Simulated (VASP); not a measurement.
Si40H18O, 59 atoms in the cell. The cell holds a slab with vacuum, 59 atoms: a = 7.679 Å, b = 15.358 Å, c = 21.256 Å, α = 90.00°, β = 90.00°, γ = 90.00°. 

- Program: VASP 6.6.1
- Task: single point
- Functional: PBE
- Dispersion: D3(BJ)
- Potentials or basis: VASP PAW PBE potentials, release 64 (H, Si, O)
- Cutoff: 520 eV
- k mesh: 1 × 1 × 1
- Occupations: fermi-dirac, width 0.02 eV
- Spin: no spin polarisation
- Dipole correction: no
- Further INCAR settings: LREAL = Auto; ALGO = Normal; EDIFF = 1e-07; NBANDS = 127

Potentials or basis: VASP PAW PBE potentials, release 64 (H, Si, O).

Run with:

```sh
$ cat potpaw_PBE.64/H/POTCAR potpaw_PBE.64/Si/POTCAR potpaw_PBE.64/O/POTCAR > POTCAR
$ mpirun -np 1 vasp_gam > vasp.out
```

Hardware: 1 thread of Intel(R) Xeon(R) Platinum 8488C (Sapphire Rapids), on a shared host.

Task: Estimate the wall time of this run.

Result: It took 28 min on 1 thread of Intel(R) Xeon(R) Platinum 8488C (Sapphire Rapids) (shared host), peak memory 1.8 GiB. Counts: scf iterations 30, k points 1.
